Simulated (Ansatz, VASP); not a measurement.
# TaSi2 in VASP and in Ansatz

```
Ta Si
1.0
     4.76086    0.00000    0.00000
    -2.38043    4.12303    0.00000
     0.00000    0.00000   21.55578
Ta Si
4 8
Direct
  0.50000 0.50000 0.35072
  0.00000 0.50000 0.45047
  0.50000 0.00000 0.54953
  0.50000 0.50000 0.64928
  0.17166 0.82950 0.34457
  0.82834 0.17050 0.34457
  0.68231 0.83738 0.44854
  0.31769 0.16262 0.44854
  0.83738 0.68231 0.55146
  0.16262 0.31769 0.55146
  0.17050 0.82834 0.65543
  0.82950 0.17166 0.65543
```

Alike in both runs: functional PBEsol; k mesh 9 × 9 × 1; occupations gaussian, width 0.1 eV; no spin polarisation.

Ansatz relaxed the structure, and its values are those at the end. VASP's run is a single point on that final structure, the one shown.

|  | VASP | Ansatz |
| --- | --- | --- |
| version | VASP 6.6.1 | Ansatz 0.2.0 |
| potentials or method | VASP PAW PBE potentials, release 64 (Ta_pv, Si), cutoff 520 eV | scalar-relativistic, plane waves, PAW |
| valence electrons in the cell | 76 | 84 |

Ansatz gave:

| Quantity | Value |
| --- | --- |
| gap on the k mesh at the Fermi level (eV) | none |
| rms of the force components (eV/Å) | 0.002 |

Question: What did VASP give for the same quantities?

Answer: gap on the k mesh at the Fermi level (eV): none; rms of the force components (eV/Å): 0.008.

VASP's potentials were made for PBE, not for PBEsol. A gap of «none» marks a metal or a gap that the smearing closes. VASP's potentials hold 76 valence electrons a cell and Ansatz's 84, so a difference there can come from the potentials and not from the codes. Ansatz's warnings: xc potential rough in thin density.

Neither program's run includes spin-orbit coupling.
